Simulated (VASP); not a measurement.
Set up this calculation in VASP 6.6.1, as the native input.

```
Task                   : single point
Functional             : r2SCAN
Potentials or basis    : VASP PAW PBE potentials, release 64 (Si, C)
Cutoff                 : 520 eV
k mesh                 : 12 × 12 × 12
Occupations            : gaussian, width 0.05 eV
Spin                   : no spin polarisation
Dipole correction      : no
Further INCAR settings : ALGO = Normal; EDIFF = 1e-07; NBANDS = 11
```

The system is SiC.

```xyz
2
Lattice="0.0000 2.3044 2.1740 2.1740 0.0000 2.1740 2.1740 2.3044 0.0000" Properties=species:S:1:pos:R:3 pbc="T T T"
Si    0.0000    0.0000    0.0000
C     3.2610    3.4567    3.2610
```

This cell differs from its parent crystal: strain +0.0600 x Voigt [0, 1, 0, 0, 0, 0].

One way to write it, as run:

POSCAR

```
SiC
1.0
    0.0000000000      2.3044400000      2.1740000000
    2.1740000000      0.0000000000      2.1740000000
    2.1740000000      2.3044400000      0.0000000000
Si C
1 1
Direct
    0.0000000000      0.0000000000      0.0000000000
    0.7500000000      0.7500000000      0.7500000000
```

INCAR.step1

```
SYSTEM = SiC
PREC = Accurate
ENCUT = 520
ISMEAR = 0
SIGMA = 0.05
LREAL = .False.
LASPH = .True.
NELM = 80
NBANDS = 11
GGA = PE
ALGO = Normal
EDIFF = 1E-4
LWAVE = .True.
LCHARG = .False.
```

INCAR.step2

```
SYSTEM = SiC
PREC = Accurate
ENCUT = 520
EDIFF = 1E-7
ISMEAR = 0
SIGMA = 0.05
LREAL = .False.
LASPH = .True.
NELM = 80
ALGO = Normal
ISIF = 2
LWAVE = .False.
LCHARG = .True.
METAGGA = R2SCAN
LMIXTAU = .True.
LELF = .True.
LVHAR = .True.
NBANDS = 11
ISTART = 1
```

KPOINTS

```
regular mesh
0
Gamma
  12 12 12
  0 0 0
```

Potentials or basis: VASP PAW PBE potentials, release 64 (Si, C).

Run with:

```console
$ cat potpaw_PBE.64/Si/POTCAR potpaw_PBE.64/C/POTCAR > POTCAR
$ cp INCAR.step1 INCAR
$ mpirun -np 1 vasp_std > vasp.out
$ cp INCAR.step2 INCAR
$ mpirun -np 1 vasp_std > vasp.out
```

It gave:

The pressure is -11.1 GPa and the band gap on the k mesh is 1.44 eV (least direct gap 4.94 eV).

Caveat: the cell differs from its parent crystal (strain +0.0600 x Voigt [0, 1, 0, 0, 0, 0]); the cell stands under tension; the PAW data sets were made with another functional, which shifts forces and pressure a little.

Run time: 2.1 min on 1 thread of AMD EPYC 7R13 Processor (Zen 3), with other jobs on the host, peak memory 0.13 GiB.
